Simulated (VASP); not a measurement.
A run of VASP 6.6.1:

File INCAR:

```
ALGO = Normal
EDIFF = 1E-6
ENCUT = 520
GGA = PE
ISIF = 2
ISMEAR = -1
ISPIN = 2
LASPH = T
LCHARG = F
LMAXMIX = 4
LORBIT = 11
LREAL = F
LWAVE = F
MAGMOM = -1.7 1.7
NBANDS = 23
NELM = 150
NUPDOWN = 0.0
PREC = Accurate
SIGMA = 0.05
```

The input KPOINTS:

```
k-points
0
Gamma
  11 11 11
```

File POSCAR:

```
Cr
1.0
    2.9688993551      0.0000000000      0.0000000000
    0.0000000000      2.9688993551      0.0000000000
    0.0000000000      0.0000000000      2.9688993551
Cr
2
Direct
    0.0000000000      0.0000000000      0.0000000000
    0.5000000000      0.5000000000      0.5000000000
```

Potentials or basis: VASP PAW PBE potentials, release 64 (Cr_pv).

Command:

```sh
$ cat potpaw_PBE.64/Cr_pv/POTCAR > POTCAR
$ mpirun -np 1 vasp_std > vasp.out
```

Hardware: 1 thread of Intel(R) Xeon(R) Platinum 8259CL CPU @ 2.50GHz (Skylake/Cascade Lake), on a shared host.

Task: How long does it take, and how much memory?

Result: Wall time 48 s on 1 thread of Intel(R) Xeon(R) Platinum 8259CL CPU @ 2.50GHz (Skylake/Cascade Lake) (shared host), peak memory 0.17 GiB. Counts: scf iterations 16, k points 56.
